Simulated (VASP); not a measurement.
# Al (Immm) in VASP: relaxation of cell and atoms with PBE

Aim: the relaxation of cell and atoms of Al with PBE.

Program: VASP 6.6.1. These are calculated values, not measurements. Logs are shortened: lines on timing, memory, paths and dates and some standing lists are left out, and cuts for length are marked.

### Step 1. The cell of the first run

The structure is orthorhombic, space group Immm (No. 71). Conventional cell: a = 2.794 Å, b = 2.856 Å, c = 4.123 Å, α = 90.00°, β = 90.00°, γ = 90.00°. Within 3.7 Å of Al (site symmetry mmm) lie 12 Al at 2.79 to 2.87 Å.

The cell was built from a structure type or drawn by symmetry, and may not be a known phase.

### Step 2. Relaxation of cell and atoms, PBE

INCAR reads:

```
SYSTEM = Al
ALGO     = Fast           ! electronic algorithm
EDIFF    = 1E-6           ! SCF threshold, eV
EDIFFG   = -0.01          ! ionic threshold
ENCUT    = 600            ! plane-wave cutoff, eV
GGA      = PE             ! functional
IBRION   = 2              ! ionic algorithm
ISIF     = 3              ! what is computed and relaxed
ISMEAR   = 0              ! smearing method
LASPH    = .True.         ! aspherical terms in the spheres
LCHARG   = .False.        ! write CHGCAR
LREAL    = .False.        ! projectors in reciprocal space
LWAVE    = .False.        ! write WAVECAR
NELM     = 60             ! most SCF steps
NSW      = 100            ! ionic steps
PREC     = Accurate       ! precision mode
SIGMA    = 0.1            ! smearing width, eV
```

KPOINTS reads:

```
k-points
0
Gamma
  28 28 28
  0 0 0
```

POSCAR reads:

```
Al
1.0
   -1.3971149075      1.4281081059      2.0616689059
    1.3971149075     -1.4281081059      2.0616689059
    1.3971149075      1.4281081059     -2.0616689059
Al
1
Direct
    0.0000000000      0.5000000000      0.5000000000
```

Potentials or basis: VASP PAW PBE potentials, release 64 (Al).

On the command line:

```bash
> cat potpaw_PBE.64/Al/POTCAR > POTCAR
> mpirun -np 1 vasp_std > vasp.out
```

OUTCAR:

```text
SYSTEM = Al
   EDIFF = 1E-6
   EDIFFG = -0.01
   ENCUT = 600
   GGA = PE
   IBRION = 2
   ISIF = 3
   ISMEAR = 0
   LASPH = .True.
   LREAL = .False.
   NELM = 60
   NSW = 100
   PREC = Accurate

 ion  position               nearest neighbor table
   1  0.000  0.500  0.500-

  LATTYP: Found a body centered orthorhombic cell.
 ALAT       =     2.7942298150
 B/A-ratio  =     1.0221837146
 C/A-ratio  =     1.4756616616

  Lattice vectors:

 A1 = (  -1.3971149075,   1.4281081059,   2.0616689059)
 A2 = (   1.3971149075,  -1.4281081059,   2.0616689059)
 A3 = (   1.3971149075,   1.4281081059,  -2.0616689059)

Analysis of symmetry for initial positions (statically):
=====================================================================
 Subroutine PRICEL returns:
 Original cell was already a primitive cell.

 Routine SETGRP: Setting up the symmetry group for a
 body centered orthorhombic supercell.

 Subroutine GETGRP returns: Found  8 space group operations
 (whereof  8 operations were pure point group operations)
 out of a pool of  8 trial point group operations.

The static configuration has the point symmetry D_2h.

Analysis of symmetry for dynamics (positions and initial velocities):
=====================================================================
 Subroutine PRICEL returns:
 Original cell was already a primitive cell.

 Routine SETGRP: Setting up the symmetry group for a
 body centered orthorhombic supercell.

 Subroutine GETGRP returns: Found  8 space group operations
 (whereof  8 operations were pure point group operations)
 out of a pool of  8 trial point group operations.

The dynamic configuration has the point symmetry D_2h.

 Subroutine INISYM returns: Found  8 space group operations
 (whereof  8 operations are pure point group operations),
 and found     1 'primitive' translations

----------------------------------------------------------------------------------------

                                     Primitive cell

  volume of cell :      16.4540

  direct lattice vectors                    reciprocal lattice vectors
    -1.397114908  1.428108106  2.061668906     0.000000000  0.350113551  0.242521968
     1.397114908 -1.428108106  2.061668906     0.357880370  0.000000000  0.242521968
     1.397114908  1.428108106 -2.061668906     0.357880370  0.350113551  0.000000000

  length of vectors
[... 92 lines left out ...]
   NUPDOWN=      -1.0000    fix difference up-down
   EMIN   =  10.00;   EMAX   =-10.00  energy-range for DOS
   EFERMI =   0.00;   METHOD = LEGACY
   ISMEAR =     0;   SIGMA  =   0.10  broadening in eV -4-tet -1-fermi 0-gaus
   EFERMI_NEDOS =   21; number of points for ismear=-14 and -15
   IALGO  =     68    algorithm
   IMIX   =      4    mixing-type and parameters
     AMIX     =   0.40;   BMIX     =  1.00
     AMIX_MAG =   1.60;   BMIX_MAG =  1.00
  volume/ion in A,a.u.               =      16.45       111.04
  Fermi-wavevector in a.u.,A,eV,Ry     =   0.928306  1.754244 11.724851  0.861752
  Thomas-Fermi vector in A             =   2.054469
   LORBIT       =      0    0 simple, 1 ext, 2 COOP (PROOUT), +10 PAW based schemes
   GGA     = PE    functional components
   LHFCALC =     F    Hartree Fock is set to
   AEXX    =    0.0000 exact exchange contribution
   IVDW    =     0    specifies the selected vdW correction
   LEPSILON=     F    determine dielectric tensor
   LRPA    =     F    only Hartree local field effects (RPA)
 conjugate gradient relaxation of ions
 non-spin polarized calculation
 RMM-DIIS sequential band-by-band and
 Gauss-broadening in eV      SIGMA  =   0.10
  energy-cutoff  :      600.00
  volume of cell :       16.45
 maximum number of plane-waves:       561
   NGX = 11   NGY = 11   NGZ = 11

--------------------------------------- Ionic step        1  -------------------------------------------

 number of electron       3.0000000 magnetization

 Free energy of the ion-electron system (eV)
  ---------------------------------------------------
  ext. energy  EPLUGINS =         0.00000000
  ---------------------------------------------------
  free energy    TOTEN  =        -3.74435842 eV

  energy without entropy =       -3.74232126  energy(sigma->0) =       -3.74333984

------------------------ aborting loop because EDIFF is reached ----------------------------------------

  FORCE on cell =-STRESS in cart. coord.  units (eV):
  Direction    XX          YY          ZZ          XY          YZ          ZX
  --------------------------------------------------------------------------------------
  -------------------------------------------------------------------------------------
  Total        0.1566806     -0.0068010     -0.0759495     -0.0000000      0.0000000      0.0000000
  in kB       15.2564567     -0.6622344     -7.3954326     -0.0000000      0.0000000      0.0000000
  external PRESSURE =       2.3995966 kB  Pullay stress =       0.0000000 kB
[... 197 lines left out ...]
--------------------------------------- Ionic step        7  -------------------------------------------

 number of electron       3.0000000 magnetization

 Free energy of the ion-electron system (eV)
  ---------------------------------------------------
  ext. energy  EPLUGINS =         0.00000000
  ---------------------------------------------------
  free energy    TOTEN  =        -3.74643696 eV

  energy without entropy =       -3.74437706  energy(sigma->0) =       -3.74540701

 E-fermi :   8.0169     XC(G=0): -10.2027

 val. band max:        8.0117978726   @ k =   0.4643  -0.4286   0.3214
 cond. band min:       8.0179757343   @ k =  -0.1786  -0.4286   0.1786
 fundamental gap:      0.0061778617
 Fermi energy:         8.0168639041

 k-point     1 :       0.0000    0.0000    0.0000
  band No.  band energies     occupation
      1      -3.1287      2.00000
      2      20.6064      0.00000
      3      20.6496      0.00000
      4      20.6803      0.00000
      5      22.1909      0.00000
[... 177 lines left out ...]
 k-point    24 :       0.2857    0.0357   -0.0000
  band No.  band energies     occupation
      1      -0.7036      2.00000
      2       9.7875      0.00000
      3      17.7939      0.00000
      4      19.5758      0.00000
      5      21.2615      0.00000

 [... further k-points ...]

------------------------ aborting loop because EDIFF is reached ----------------------------------------

  FORCE on cell =-STRESS in cart. coord.  units (eV):
  Direction    XX          YY          ZZ          XY          YZ          ZX
  --------------------------------------------------------------------------------------
  -------------------------------------------------------------------------------------
  Total       -0.0020753      0.0095591      0.0066923      0.0000000      0.0000000      0.0000000
  in kB       -0.2018464      0.9297343      0.6509073      0.0000000      0.0000000      0.0000000
  external PRESSURE =       0.4595984 kB  Pullay stress =       0.0000000 kB
[... 16 lines left out ...]
  FREE ENERGIE OF THE ION-ELECTRON SYSTEM (eV)
  ---------------------------------------------------
  free  energy   TOTEN  =        -3.7464369612 eV

  energy  without entropy=       -3.7443770596  energy(sigma->0) =       -3.74540701

 reached required accuracy - stopping structural energy minimisation
```

CONTCAR:

```text
Al
   1.00000000000000
    -1.4299386993293051    1.4266013455944457    2.0187705900625357
     1.4299386993293051   -1.4266013455944457    2.0187705900625357
     1.4299386993293051    1.4266013455944457   -2.0187705900625357
  Al
     1
Direct
     0.0000000000000000    0.5000000000000000    0.5000000000000000

  0.00000000E+00  0.00000000E+00  0.00000000E+00
```

It took 3.6 min on 1 thread of Intel Xeon 6975P-C (Granite Rapids), shared host; peak memory 0.45 GiB.

What came out:

| Quantity | Value |
| --- | --- |
| Free energy | -3.7464 eV |
| Relaxed volume | 16.47 Å³/atom |
| Relaxed cell | a = 2.856 Å, b = 2.856 Å, c = 2.856 Å, α = 119.90°, β = 120.06°, γ = 90.03° |
| Space group after relaxing (to 0.1 Å) | Fm-3m (No. 225) |
| Energy gained by relaxing | 2.1 meV/atom |
| Ionic steps | 7 |
| Pressure after relaxing | 0.0 GPa |
| Band gap on the k mesh | zero (an odd number of electrons rules out a gap without spin polarisation) |

The path:
```
step  energy change (eV)  largest force (eV/Å)  pressure (GPa)  volume (Å³)
   1              0.0000                0.0000            0.24        16.45
   2             -0.0011                0.0000           -0.08        16.51
   3             -0.0016                0.0000           -0.55        16.60
   4             -0.0020                0.0000            0.16        16.45
   5             -0.0020                0.0000            0.13        16.46
   6             -0.0021                0.0000            0.09        16.46
   7             -0.0021                0.0000            0.05        16.47
```

Final structure:
```yaml
crystal:
  lattice:
    - [-1.42994, 1.42660, 2.01877]
    - [1.42994, -1.42660, 2.01877]
    - [1.42994, 1.42660, -2.01877]
  atoms:
    - { symbol: Al, position: [0.00000, 0.50000, 0.50000] }
```

Levels at points of the mesh, in eV from the Fermi level:
```tsv
k point	band 1	band 2	band 3	band 4	band 5
(0.00, 0.00, 0.00)	-11.15	12.59	12.63	12.66	14.17
(0.50, 0.00, 0.00)	-4.59	-4.37	11.39	11.42	11.48
(0.00, 0.50, 0.00)	-4.61	-4.40	11.44	11.47	11.50
(0.50, 0.50, 0.00)	-2.93	-1.60	5.26	5.60	5.61
(0.50, 0.50, 0.50)	-2.92	-1.59	5.25	5.55	5.64
```
